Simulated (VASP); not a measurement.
Crystal: KCl.

```xyz
2
Lattice="3.8392 0.0000 0.0000 0.0000 3.8392 0.0000 0.0000 0.0000 3.8392" Properties=species:S:1:pos:R:3 pbc="T T T"
K     0.0000    0.0000    0.0000
Cl    1.9196    1.9196    1.9196
```

Base run:

| Item | Value |
| --- | --- |
| Program | VASP 6.6.1 |
| Functional | PBE-based screened hybrid with 50 % exact exchange |
| Potentials or basis | VASP PAW PBE potentials, release 64 (K_sv, Cl) |
| Cutoff | 520 eV |
| k mesh | 4 × 4 × 4 |
| Occupations | fermi-dirac, width 0.05 eV |
| Spin | no spin polarisation |

Its results: band gap on the k mesh 7.53 eV (least direct gap 7.76 eV); pressure -0.9 GPa.

Task: After a change of settings the same cell gave: band gap on the k mesh 5.06 eV (least direct gap 5.27 eV); pressure -0.1 GPa. Which change was it?
A. functional from PBE-based screened hybrid with 50 % exact exchange to PBE-based screened hybrid with 25 % exact exchange; share of exact exchange from 0.5 to 0.25
B. functional from PBE-based screened hybrid with 50 % exact exchange to PBE-based screened hybrid with 20 % exact exchange; share of exact exchange from 0.5 to 0.2
C. functional from PBE-based screened hybrid with 50 % exact exchange to PBE-based screened hybrid with 5 % exact exchange; share of exact exchange from 0.5 to 0.05
D. functional from PBE-based screened hybrid with 50 % exact exchange to PBE-based screened hybrid with 10 % exact exchange; share of exact exchange from 0.5 to 0.1

Result: C.

Caveats: the PAW data sets were made with another functional, which shifts forces and pressure a little.
